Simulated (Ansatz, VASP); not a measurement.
# One calculation of Al2Cu, two programs

Contents of POSCAR:

```
Al2Cu
1.0
    4.1051820000      0.0000000000      0.0000000000
    0.0000000000      4.1051820000      0.0000000000
    0.0000000000      0.0000000000      2.8913130000
Al Cu
2 1
Direct
    0.5000000000      0.0000000000      0.5000000000
    0.0000000000      0.5000000000      0.5000000000
    0.0000000000      0.0000000000      0.0000000000
```

The input INCAR.step1:

```
SYSTEM = Al2Cu
  PREC = Accurate
  ENCUT = 520
  ISMEAR = 1
  SIGMA = 0.01
  LREAL = .False.
  LASPH = .True.
  NELM = 100
  NBANDS = 16
  GGA = PE
  ALGO = Normal
  EDIFF = 1E-4
  LWAVE = .True.
  LCHARG = .False.
```

File INCAR.step2:

```
SYSTEM = Al2Cu
  PREC = Accurate
  ENCUT = 520
  EDIFF = 1E-6
  ISMEAR = 1
  SIGMA = 0.01
  LREAL = .False.
  LASPH = .True.
  NELM = 100
  ALGO = Normal
  ISIF = 2
  LWAVE = .False.
  LCHARG = .False.
  METAGGA = R2SCAN
  LMIXTAU = .True.
  NBANDS = 16
  ISTART = 1
```

File KPOINTS:

```
regular mesh
0
Gamma
  10 10 14
  0 0 0
```

Input for Ansatz:

```yaml
crystal:
  lattice:
    - [4.105182, 0.0, 0.0]
    - [0.0, 4.105182, 0.0]
    - [0.0, 0.0, 2.891313]
  atoms:
    - { symbol: Al, position: [0.5, 0.0, 0.5] }
    - { symbol: Al, position: [0.0, 0.5, 0.5] }
    - { symbol: Cu, position: [0.0, 0.0, 0.0] }
basis:
  ecutwfc: 500
kpoints:
  mp_grid: { grid: [10, 10, 14] }
hamiltonian:
  xc: r2scan
scf:
  occupations: { method: cold, width: 0.01 }
output:
  forces: true
  stress: true
  eigenvalues: true
```

Alike in both runs: task single point; functional r2SCAN; k mesh 10 × 10 × 14; no spin polarisation.

```csv
,VASP,Ansatz
version,VASP 6.6.1,Ansatz 0.2.0
potentials or method,"VASP PAW PBE potentials, release 64 (Al, Cu), cutoff 520 eV","scalar-relativistic, plane waves, PAW"
occupations,"methfessel-paxton of order 1, width 0.01 eV","cold, width 0.01 eV"
valence electrons in the cell,17,25
```

```csv
,VASP,Ansatz,Ansatz less VASP
gap on the k mesh at the Fermi level (eV),none,none,-
pressure (GPa),-2.3,-2.1,+0.16
"traceless stress, the component that is largest in VASP (GPa)",-0.51,-0.47,+0.044
```

VASP's potentials were made for PBE, not for r2SCAN. A gap of «none» marks a metal or a gap that the smearing closes. VASP's potentials hold 17 valence electrons a cell and Ansatz's 25, so a difference there can come from the potentials and not from the codes.
